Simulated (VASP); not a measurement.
# Ti4B in VASP: single point with r2SCAN

Aim: the single point of Ti4B with r2SCAN.

Program: VASP 6.6.1. These are calculated values, not measurements. Logs are shortened: lines on timing, memory, paths and dates and some standing lists are left out, and cuts for length are marked.

### Step 1. The cell of the first run

The cell holds a slab with vacuum, 5 atoms: a = 2.816 Å, b = 2.816 Å, c = 25.898 Å, α = 90.00°, β = 90.00°, γ = 109.47°.

### Step 2. Single point, r2SCAN

POSCAR

```
Ti4B
1.0
    2.8161325216      0.0000000000      0.0000000000
   -0.9387108405      2.6550752037      0.0000000000
    0.0000000000      0.0000000000     25.8980877261
Ti B
4 1
Direct
    0.5000000000      0.5000000000      0.3282095609
    0.0000000000      0.0000000000      0.4169945940
    0.3999664138      0.6000335862      0.5038942689
   -0.0332192860      0.0332192860      0.5934609317
    0.3876331717      0.6123668283      0.6432665037
```

INCAR.step1

```
SYSTEM = Ti4B
PREC = Accurate ; ENCUT = 520
ISMEAR = 0 ; SIGMA = 0.1
LREAL = .FALSE. ; LASPH = .TRUE.
NELM = 100 ; LDIPOL = .TRUE.
IDIPOL = 3 ; DIPOL = 0.5 0.5 0.497
NBANDS = 34 ; GGA = PE
ALGO = Normal ; EDIFF = 1E-4
LWAVE = .TRUE. ; LCHARG = .FALSE.
```

INCAR.step2

```
SYSTEM = Ti4B
PREC = Accurate ; ENCUT = 520
EDIFF = 1E-7 ; ISMEAR = 0
SIGMA = 0.1 ; LREAL = .FALSE.
LASPH = .TRUE. ; NELM = 100
ALGO = Normal ; ISIF = 2
LWAVE = .FALSE. ; LCHARG = .TRUE.
LDIPOL = .TRUE. ; IDIPOL = 3
DIPOL = 0.5 0.5 0.497 ; METAGGA = R2SCAN
LMIXTAU = .TRUE. ; LELF = .TRUE.
LVHAR = .TRUE. ; LVACPOTAV = .TRUE.
NBANDS = 34 ; ISTART = 1
```

KPOINTS

```
Automatic mesh
0
G
  11 11 1
  0 0 0
```

Potentials or basis: VASP PAW PBE potentials, release 64 (Ti_sv, B).

Command:

```
> cat potpaw_PBE.64/Ti_sv/POTCAR potpaw_PBE.64/B/POTCAR > POTCAR
> cp INCAR.step1 INCAR
> mpirun -np 1 vasp_std > vasp.out
> cp INCAR.step2 INCAR
> mpirun -np 1 vasp_std > vasp.out
```

OUTCAR:

```text
SYSTEM = Ti4B
   PREC = Accurate
   ENCUT = 520
   EDIFF = 1E-7
   ISMEAR = 0
   LREAL = .FALSE.
   LASPH = .TRUE.
   NELM = 100
   ISIF = 2
   METAGGA = R2SCAN
   ISTART = 1

 ion  position               nearest neighbor table
   1  0.500  0.500  0.328-   2 2.82   2 2.82
   2  0.000  0.000  0.417-   3 2.81   3 2.81   1 2.82   1 2.82   3 2.91
   3  0.400  0.600  0.504-   2 2.81   2 2.81   4 2.85   4 2.85   2 2.91
   4  0.967  0.033  0.593-   5 2.11   5 2.11   5 2.33   3 2.85   3 2.85
   5  0.388  0.612  0.643-   4 2.11   4 2.11   4 2.33

  LATTYP: Found a base centered orthorhombic cell.
 ALAT       =     3.2517897389
 B/A-ratio  =     1.4142135623
 C/A-ratio  =     7.9642565497

  Lattice vectors:

 A1 = (   2.8161325216,   0.0000000000,   0.0000000000)
 A2 = (  -0.9387108405,   2.6550752037,   0.0000000000)
 A3 = (   0.0000000000,   0.0000000000,  25.8980877261)

Analysis of symmetry for initial positions (statically):
=====================================================================
 Subroutine PRICEL returns:
 Original cell was already a primitive cell.

 Routine SETGRP: Setting up the symmetry group for a
 base centered orthorhombic supercell.

 Subroutine GETGRP returns: Found  2 space group operations
 (whereof  2 operations were pure point group operations)
 out of a pool of  8 trial point group operations.

The static configuration has the point symmetry C_1h.

Analysis of symmetry for dynamics (positions and initial velocities):
=====================================================================
 Subroutine PRICEL returns:
 Original cell was already a primitive cell.

 Routine SETGRP: Setting up the symmetry group for a
 base centered orthorhombic supercell.

 Subroutine GETGRP returns: Found  2 space group operations
 (whereof  2 operations were pure point group operations)
 out of a pool of  8 trial point group operations.

The dynamic configuration has the point symmetry C_1h.

 Subroutine INISYM returns: Found  2 space group operations
 (whereof  2 operations are pure point group operations),
 and found     1 'primitive' translations

----------------------------------------------------------------------------------------

                                     Primitive cell

  volume of cell :     193.6411

  direct lattice vectors                    reciprocal lattice vectors
     2.816132522  0.000000000  0.000000000     0.355096925  0.125545722  0.000000000
[... 92 lines left out ...]
   EDIFF  = 0.1E-06   stopping-criterion for ELM
   LREAL  =      F    real-space projection
   EDIFFG = 0.1E-05   stopping-criterion for IOM
   NSW    =      0    number of steps for IOM
   IBRION =     -1    ionic relax: 0-MD 1-quasi-New 2-CG
   NFREE  =      0    steps in history (QN), initial steepest desc. (CG)
   ISIF   =      2    stress and relaxation
   ISYM   =      2    0-nonsym 1-usesym 2-fastsym
   POTIM  = 0.5000    time-step for ionic-motion
   TEBEG  =    0.0;   TEEND  =   0.0 temperature during run
   PSTRESS=    0.0 pullay stress
   NELECT =      51.0000    total number of electrons
   NUPDOWN=      -1.0000    fix difference up-down
   EMIN   =  10.00;   EMAX   =-10.00  energy-range for DOS
   EFERMI =   0.00;   METHOD = LEGACY
   ISMEAR =     0;   SIGMA  =   0.10  broadening in eV -4-tet -1-fermi 0-gaus
   EFERMI_NEDOS =   21; number of points for ismear=-14 and -15
   IALGO  =     38    algorithm
   IMIX   =      4    mixing-type and parameters
     AMIX     =   0.40;   BMIX     =  1.00
     AMIX_MAG =   1.60;   BMIX_MAG =  1.00
  volume/ion in A,a.u.               =      38.73       261.35
  Fermi-wavevector in a.u.,A,eV,Ry     =   1.049379  1.983039 14.982684  1.101196
  Thomas-Fermi vector in A             =   2.184339
   LORBIT       =      0    0 simple, 1 ext, 2 COOP (PROOUT), +10 PAW based schemes
   METAGGA = R2SCAN    functional components
   LHFCALC =     F    Hartree Fock is set to
   AEXX    =    0.0000 exact exchange contribution
   IVDW    =     0    specifies the selected vdW correction
   LEPSILON=     F    determine dielectric tensor
   LRPA    =     F    only Hartree local field effects (RPA)
 non-spin polarized calculation
 Gauss-broadening in eV      SIGMA  =   0.10
  energy-cutoff  :      520.00
  volume of cell :      193.64
 maximum number of plane-waves:      5247
 NGX is ok and might be reduce to    24
   NGX = 11   NGY = 11   NGZ = 97

 number of electron      51.0000005 magnetization

 dipolmoment           0.000000      0.000000      0.026380 electrons x Angstroem

 Free energy of the ion-electron system (eV)
  ---------------------------------------------------
  ext. energy  EPLUGINS =         0.00000000
  ---------------------------------------------------
  free energy    TOTEN  =       -55.59594818 eV

  energy without entropy =      -55.55628390  energy(sigma->0) =      -55.57611604

 E-fermi :   0.3379     XC(G=0):  -5.5604

 val. band max:        0.3342836414   @ k =   0.0909  -0.0000   0.0000
 cond. band min:       0.3387393980   @ k =  -0.2727   0.2727   0.0000
 fundamental gap:      0.0044557566
 Fermi energy:         0.3378867272

 k-point     1 :       0.0000    0.0000    0.0000
  band No.  band energies     occupation
      1     -58.7663      2.00000
      2     -58.5835      2.00000
      3     -58.4302      2.00000
      4     -58.1805      2.00000
      5     -34.1259      2.00000
      6     -33.9450      2.00000
[... 877 lines left out ...]
     33       2.0836      0.00000
     34       2.1968      0.00000

 [... further k-points ...]
[... 5 lines left out ...]
  --------------------------------------------------------------------------------------
  -------------------------------------------------------------------------------------
  Total       -0.8372390      0.9801849     -0.5757973      2.5702256     -0.1150926      0.1627369
  in kB       -6.9272748      8.1100026     -4.7641187     21.2659216     -0.9522709      1.3464768
  external PRESSURE =      -1.1937970 kB  Pullay stress =       0.0000000 kB

 VOLUME and BASIS-vectors are now :
 -----------------------------------------------------------------------------
  energy-cutoff  :      520.00
  volume of cell :      193.64
      direct lattice vectors                 reciprocal lattice vectors
     2.816132522  0.000000000  0.000000000     0.355096925  0.125545722  0.000000000
    -0.938710840  2.655075204  0.000000000     0.000000000  0.376637166  0.000000000
     0.000000000  0.000000000 25.898087726     0.000000000  0.000000000  0.038612890

 POSITION                                       TOTAL-FORCE (eV/Angst)
 -----------------------------------------------------------------------------------
      0.93871      1.32754      8.50000        -0.079111      0.055940      0.282627
      0.00000      0.00000     10.79936         0.081592     -0.057694     -0.312532
      0.56310      1.59313     13.04990         0.000456     -0.000322      0.016134
      2.69140      0.08820     15.36950         0.002297     -0.001624     -0.002294
      0.51679      1.62588     16.65937        -0.005234      0.003701      0.016064
 -----------------------------------------------------------------------------------
    total drift:                               -0.000083      0.000059      0.001030

  FREE ENERGIE OF THE ION-ELECTRON SYSTEM (eV)
  ---------------------------------------------------
  free  energy   TOTEN  =       -55.5959481796 eV

  energy  without entropy=      -55.5562838997  energy(sigma->0) =      -55.57611604

 vacuum level on the upper side and lower side of the slab         5.394         4.756
```

Wall time 21 min (1 thread of Intel Xeon 6975P-C (Granite Rapids), shared host); peak memory 0.47 GiB.

Results:

```
Free energy   : -55.5959 eV
Largest force : 0.328 eV/Å
```

Forces in eV/Å, atoms in the order of the input:
```
Ti  -0.079  0.056  0.283
Ti   0.082 -0.058 -0.313
Ti   0.000  0.000  0.016
Ti   0.002 -0.002 -0.002
B   -0.005  0.004  0.016
```

Caveat: the PAW data sets were made with another functional, which shifts forces and pressure a little.
